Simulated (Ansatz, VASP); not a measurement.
This is a calculation of TiO2 for Ansatz 0.2.0.

The input input.yaml:

```yaml
crystal:
  lattice:
    - [5.5822227355, 0.0, 0.0]
    - [-2.7911113678, 4.8343466985, 0.0]
    - [0.0, 0.0, 6.08246788]
  atoms:
    - { symbol: Ti, position: [0.46693675, 0.0, 0.3333333333] }
    - { symbol: Ti, position: [0.0, 0.46693675, 0.6666666667] }
    - { symbol: Ti, position: [0.53306325, 0.53306325, 0.0] }
    - { symbol: O, position: [0.58106572, 0.85143318, 0.1206639333] }
    - { symbol: O, position: [0.72963254, 0.14856682, 0.5460027333] }
    - { symbol: O, position: [0.27036746, 0.41893428, 0.7873306] }
    - { symbol: O, position: [0.85143318, 0.58106572, 0.8793360667] }
    - { symbol: O, position: [0.14856682, 0.72963254, 0.4539972667] }
    - { symbol: O, position: [0.41893428, 0.27036746, 0.2126694] }
hamiltonian:
  xc: pbe
  pseudopotentials: { kind: paw }
kpoints:
  mp_grid: { grid: [6, 6, 5] }
scf:
  occupations: { method: gaussian, width: 0.014 }
output:
  forces: true
  stress: true
  eigenvalues: true
```

Potentials or basis: Ansatz PAW.

Launch:

```sh
$ ansatz run input.yaml --threads 4 --pin off --max-ram 11264MiB --backend cpu --events-out ev --progress --plain --runs-dir out
```

Task: Translate it to VASP 6.6.1. Potentials there: VASP PAW PBE potentials, release 64 (Ti_sv, O).

Result: As run (the cutoff follows the program's own potentials):

File INCAR:

```
PREC     = Accurate       # precision mode
ENCUT    = 520            # plane-wave cutoff, eV
EDIFF    = 1E-6           # SCF threshold, eV
ISMEAR   = 0              # smearing method
SIGMA    = 0.014          # smearing width, eV
LREAL    = False          # projectors in reciprocal space
LASPH    = True           # aspherical terms in the spheres
NELM     = 100            # most SCF steps
ALGO     = Normal         # electronic algorithm
ISIF     = 2              # what is computed and relaxed
LWAVE    = False          # write WAVECAR
LCHARG   = True           # write CHGCAR
GGA      = PE             # functional
LELF     = True           # ELF
LVHAR    = True         
NBANDS   = 46             # bands
```

Contents of KPOINTS:

```
Automatic mesh
0
Gamma
  6 6 5
```

Contents of POSCAR:

```
TiO2
1.0
    5.5822227355      0.0000000000      0.0000000000
   -2.7911113678      4.8343466985      0.0000000000
    0.0000000000      0.0000000000      6.0824678800
Ti O
3 6
Direct
    0.4669367500      0.0000000000      0.3333333333
    0.0000000000      0.4669367500      0.6666666667
    0.5330632500      0.5330632500      0.0000000000
    0.5810657200      0.8514331800      0.1206639333
    0.7296325400      0.1485668200      0.5460027333
    0.2703674600      0.4189342800      0.7873306000
    0.8514331800      0.5810657200      0.8793360667
    0.1485668200      0.7296325400      0.4539972667
    0.4189342800      0.2703674600      0.2126694000
```

Potentials or basis: VASP PAW PBE potentials, release 64 (Ti_sv, O).

Launch:

```bash
$ cat potpaw_PBE.64/Ti_sv/POTCAR potpaw_PBE.64/O/POTCAR > POTCAR
$ mpirun -np 1 vasp_std > vasp.out
```

Both were run:

|  | VASP | Ansatz | Ansatz less VASP |
| --- | --- | --- | --- |
| gap on the k mesh at the Fermi level (eV) | 3.61 | 3.64 | +0.027 |
| least direct gap on the mesh (eV) | 3.62 | 3.65 | +0.027 |
| pressure (GPa) | 1.9 | 1.5 | -0.46 |
| rms of the force components (eV/Å) | 0.044 | 0.024 | -0.0195 |

Atom by atom the forces differ by 0.020 eV/Å (rms over components).

Noted on Ansatz's run: odd divisions of the mesh miss points on the zone boundary, where band edges often lie, so the gap on the mesh can be too wide.
